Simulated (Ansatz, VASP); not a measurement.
This is a calculation of Ca for VASP 6.6.1.

File INCAR:

```
SYSTEM = Ca
PREC = Accurate ; ENCUT = 520
EDIFF = 1E-7 ; ISMEAR = 0
SIGMA = 0.05 ; LREAL = .FALSE.
LASPH = .TRUE. ; NELM = 80
ALGO = Normal ; ISIF = 2
LWAVE = .FALSE. ; LCHARG = .TRUE.
GGA = PE ; LELF = .TRUE.
LVHAR = .TRUE. ; NBANDS = 11
```

File KPOINTS:

```
regular mesh
0
G
  8 8 8
  0 0 0
```

Contents of POSCAR:

```
Ca
1.0
    3.8797938100      0.0000000000      0.0000000000
   -1.2932646030      3.6579046836      0.0000000000
   -1.2932646030     -1.8289523412      3.1678383810
Ca
1
Direct
    0.0000000000      0.0000000000      0.0000000000
```

Potentials or basis: VASP PAW PBE potentials, release 64 (Ca_sv).

The run is started by

```sh
$ cat potpaw_PBE.64/Ca_sv/POTCAR > POTCAR
$ mpirun -np 1 vasp_std > vasp.out
```

Problem. Translate it to Ansatz 0.2.0. Potentials there: all-electron LAPW, scalar-relativistic.

Solution. As run (the cutoff follows the program's own potentials):

The input input.yaml:

```yaml
crystal:
  lattice:
    - [3.87979381, 0.0, 0.0]
    - [-1.293264603, 3.6579046836, 0.0]
    - [-1.293264603, -1.8289523412, 3.167838381]
  atoms:
    - { symbol: Ca, position: [0.0, 0.0, 0.0] }
kpoints:
  mp_grid: { grid: [8, 8, 8] }
scf:
  occupations: { method: gaussian, width: 0.05 }
hamiltonian:
  xc: pbe
  pseudopotentials: { kind: all_electron, lapw: { basis_error: 0.001 } }
output:
  forces: true
  stress: true
  eigenvalues: true
```

Potentials or basis: all-electron LAPW, scalar-relativistic.

Command:

```console
$ ansatz run input.yaml --threads 1 --pin off --max-ram 3072MiB --backend cpu --events-out ev --progress --plain --runs-dir out
```

Both were run:

|  | VASP | Ansatz | Ansatz less VASP |
| --- | --- | --- | --- |
| gap on the k mesh at the Fermi level (eV) | none | none | - |
| pressure (GPa) | -1.0 | -1.0 | -0.01 |

A gap of «none» marks a metal or a gap that the smearing closes. Ansatz ran all-electron here, and VASP with PAW potentials.
